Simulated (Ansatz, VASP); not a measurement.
## Sb in VASP and in Ansatz

INCAR

```
SYSTEM = Sb
PREC = Accurate
ENCUT = 520
EDIFF = 1E-7
ISMEAR = -1
SIGMA = 0.1
LREAL = .False.
LASPH = .True.
NELM = 60
ALGO = Normal
ISIF = 2
LWAVE = .False.
LCHARG = .False.
GGA = RP
NBANDS = 8
```

Contents of KPOINTS:

```
Automatic mesh
0
Gamma
  11 11 11
  0 0 0
```

Contents of POSCAR:

```
Sb
1.0
    3.0875756528      0.0000000000      0.0000000000
    0.0000000000      3.0875756528      0.0000000000
    0.0000000000      0.0000000000      3.0875756528
Sb
1
Direct
    0.0000000000      0.0000000000      0.0000000000
```

Input for Ansatz:

```yaml
crystal:
  lattice:
    - [3.0875756528, 0.0, 0.0]
    - [0.0, 3.0875756528, 0.0]
    - [0.0, 0.0, 3.0875756528]
  atoms:
    - { symbol: Sb, position: [0.0, 0.0, 0.0] }
hamiltonian:
  xc: rpbe
  pseudopotentials:
    kind: paw
    azcp:
      Sb: "pseudopotentials/Sb.paw.azcp"
basis:
  ecutwfc: 420
  fft_grid_basis: typed
kpoints:
  mp_grid: { grid: [11, 11, 11], shift: [0, 0, 0] }
magnetization:
  spin_polarized: false
scf:
  occupations: { method: fermi_dirac, width: 0.1 }
  lower_state_search: "off"
output:
  stress: true
```

Alike in both runs: task single point; functional RPBE; k mesh 11 × 11 × 11; occupations fermi-dirac, width 0.1 eV; no spin polarisation.

|  | VASP | Ansatz |
| --- | --- | --- |
| version | VASP 6.6.1 | Ansatz 0.2.0 |
| potentials or method | VASP PAW PBE potentials, release 64 (Sb), cutoff 520 eV | plane waves (420 eV) with PAW, scalar-relativistic |
| valence electrons in the cell | 5 | 15 |

```tsv
	VASP	Ansatz	Ansatz less VASP
pressure (GPa)	2.8	2.9	+0.07
```

VASP's potentials were made for PBE, not for RPBE. With one functional, cell and mesh, what is left measures potentials, basis and numerics. VASP's potentials hold 5 valence electrons a cell and Ansatz's 15, so a difference there can come from the potentials and not from the codes.

Neither program's run includes spin-orbit coupling.
